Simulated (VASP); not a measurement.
Set up this calculation in VASP 6.6.1, as the native input.

- Task: single point
- Functional: r2SCAN
- Potentials or basis: VASP PAW PBE potentials, release 64 (Ru_pv)
- Cutoff: 520 eV
- k mesh: 10 × 10 × 10
- Occupations: fermi-dirac, width 0.05 eV
- Spin: collinear spin, ferromagnetic start
- Starting moments: [1.0, 1.0] μB
- Dipole correction: no
- Further INCAR settings: ALGO = Normal; EDIFF = 1e-06; NBANDS = 25

Crystal: Ru.

```
CELL_PARAMETERS angstrom
0.00000 2.70657 2.70657
2.70657 0.00000 2.70657
2.70657 2.70657 0.00000
ATOMIC_POSITIONS crystal
Ru 0.12500 0.12500 0.12500
Ru 0.87500 0.87500 0.87500
```

The input as run:

POSCAR

```
Ru
1.0
    0.0000000000      2.7065671530      2.7065671530
    2.7065671530      0.0000000000      2.7065671530
    2.7065671530      2.7065671530      0.0000000000
Ru
2
Direct
    0.1250000000      0.1250000000      0.1250000000
    0.8750000000      0.8750000000      0.8750000000
```

INCAR.step1

```
  PREC = Accurate
  ENCUT = 520
  ISMEAR = -1
  SIGMA = 0.05
  LREAL = F
  LASPH = T
  NELM = 150
  ISPIN = 2
  MAGMOM = 1 1
  LMAXMIX = 4
  NBANDS = 25
  GGA = PE
  ALGO = Normal
  EDIFF = 1E-4
  LWAVE = T
  LCHARG = F
```

INCAR.step2

```
  PREC = Accurate
  ENCUT = 520
  EDIFF = 1E-6
  ISMEAR = -1
  SIGMA = 0.05
  LREAL = F
  LASPH = T
  NELM = 150
  ALGO = Normal
  ISIF = 2
  LWAVE = F
  LCHARG = T
  ISPIN = 2
  MAGMOM = 1 1
  LORBIT = 11
  LMAXMIX = 4
  METAGGA = R2SCAN
  LMIXTAU = T
  LELF = T
  LVHAR = T
  NBANDS = 25
  ISTART = 1
```

KPOINTS

```
Automatic mesh
0
Gamma
  10 10 10
```

Potentials or basis: VASP PAW PBE potentials, release 64 (Ru_pv).

Launch:

```sh
$ cat potpaw_PBE.64/Ru_pv/POTCAR > POTCAR
$ cp INCAR.step1 INCAR
$ mpirun -np 1 vasp_std > vasp.out
$ cp INCAR.step2 INCAR
$ mpirun -np 1 vasp_std > vasp.out
```

Results of the run:

```yaml
Pressure: 0.8 GPa
Band_gap_on_the_k_mesh: zero (filled and empty bands overlap)
Net_moment: 0.00 μB per cell
Valence_electrons_inside_the_program's_atomic_spheres: Ru 12.80
```

Caveat: the PAW data sets were made with another functional, which shifts forces and pressure a little.

It took 3.7 min on 1 thread of Intel(R) Xeon(R) Platinum 8259CL CPU @ 2.50GHz (Skylake/Cascade Lake) (shared host), peak memory 0.22 GiB.
